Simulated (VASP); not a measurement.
**MnAs: single point with PBE**

The system is MnAs.

```
As Mn
1.0
     3.71000    0.00000    0.00000
    -1.85500    3.21295    0.00000
     0.00000    0.00000    5.69100
As Mn
2 2
Direct
  0.66667 0.33333 0.75000
  0.33333 0.66667 0.25000
  0.00000 0.00000 0.50000
  0.00000 0.00000 0.00000
```

| Item | Value |
| --- | --- |
| Program | VASP 6.6.1 |
| Task | single point |
| Functional | PBE |
| Potentials or basis | VASP PAW PBE potentials, release 64 (As, Mn_pv) |
| Cutoff | 520 eV |
| k mesh | 8 × 8 × 5 |
| Occupations | gaussian, width 0.028 eV |
| Spin | collinear spin, ferromagnetic start |
| Starting moments | [0.0, 0.0, 4.0, 4.0] μB |
| Dipole correction | no |
| Further INCAR settings | ALGO = Normal; EDIFF = 1e-06; NBANDS = 30 |

| Property | Result |
| --- | --- |
| Pressure | -3.2 GPa |
| Net moment | 6.30 μB per cell |
| Site moments | As -0.12; Mn +3.21 μB |
| Valence electrons inside the program's atomic spheres | As 2.79; Mn 11.57 |

Stress tensor (GPa, compression positive):
```
-2.27  0.00  0.00
 0.00 -2.27  0.00
 0.00  0.00 -5.20
```

Levels at points of the mesh, in eV from the Fermi level:
Spin up:
```tsv
k point	band 17	band 18	band 19	band 20	band 21	band 22	band 23	band 24	band 25	band 26
(0.00, 0.00, 0.00)	-1.88	-1.88	-0.51	0.55	0.55	1.48	2.83	2.83	3.80	5.03
(0.50, 0.00, 0.00)	-2.19	-2.13	-2.10	-1.92	-1.66	-0.59	1.03	3.13	4.73	4.81
```
Spin down:
| k point | band 12 | band 13 | band 14 | band 15 | band 16 | band 17 | band 18 | band 19 |
| --- | --- | --- | --- | --- | --- | --- | --- | --- |
| (0.00, 0.00, 0.00) | -1.16 | -0.14 | -0.14 | -0.02 | -0.02 | 0.50 | 0.50 | 1.26 |
| (0.50, 0.00, 0.00) | -3.15 | -2.72 | -2.06 | -1.33 | 0.63 | 0.73 | 0.76 | 0.82 |

Run time: 110 s on 1 thread of Intel(R) Xeon(R) Platinum 8559C (Emerald Rapids), on a shared host, peak memory 0.25 GiB.

Caveat: the cell stands under tension; only a ferromagnetic start was run, and an antiferromagnetic order may lie lower in energy.
